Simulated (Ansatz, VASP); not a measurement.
## V in VASP and in Ansatz

```
V
1.0
     0.00000    1.84250    1.84250
     1.84250    0.00000    1.84250
     1.84250    1.84250    0.00000
V
1
Direct
  0.00000 0.00000 0.00000
```

Alike in both runs: task single point; functional PBE; k mesh 8 × 8 × 8; collinear spin.

|  | VASP | Ansatz |
| --- | --- | --- |
| version | VASP 6.6.1 | Ansatz 0.2 development build |
| potentials or method | VASP PAW PBE potentials, release 64 (V_sv) | PAW hard, scalar-relativistic |
| plane-wave cutoff (eV) | 500 | 840 |
| occupations | fermi-dirac, width 0.1 eV | fermi-dirac |

```tsv
	VASP	Ansatz	Ansatz less VASP
net moment per atom (μB)	0.00	0.00	0.000
```

The k mesh is coarse, so the values compare programs but aren't converged.
